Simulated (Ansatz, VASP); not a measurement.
# BaTiO3: VASP beside Ansatz

```
CELL_PARAMETERS angstrom
3.99980 0.00000 0.00000
0.00000 3.99980 0.00000
0.00000 0.00000 3.97782
ATOMIC_POSITIONS crystal
Ba 0.00000 0.00000 0.99924
Ti 0.50000 0.50000 0.48711
O 0.50000 0.50000 0.01825
O 0.50000 0.00000 0.51170
O 0.00000 0.50000 0.51170
```

Change from the starting cell: z stretched by -1 %, ions relaxed.

Alike in both runs: functional PBE; k mesh 8 × 8 × 8; occupations fermi-dirac, width 0.02 eV; no spin polarisation.

Ansatz relaxed the structure, and its values are those at the end. VASP's run is a single point on that final structure, the one shown.

|  | VASP | Ansatz |
| --- | --- | --- |
| version | VASP 6.6.1 | Ansatz 0.2.0 |
| potentials or method | VASP PAW PBE potentials, release 64 (Ba_sv, Ti_sv, O) | plane-wave PAW, scalar-relativistic |
| plane-wave cutoff (eV) | 520 | 420 |
| valence electrons in the cell | 40 | 40 |

```csv
,VASP,Ansatz,Ansatz less VASP
gap on the k mesh at the Fermi level (eV),1.79,1.86,+0.069
pressure (GPa),6.2,4.4,-1.85
rms of the force components (eV/Å),0.018,0.000,-0.0171
```

Ansatz's warnings: stress scf threshold loose.

Neither program's run includes spin-orbit coupling.
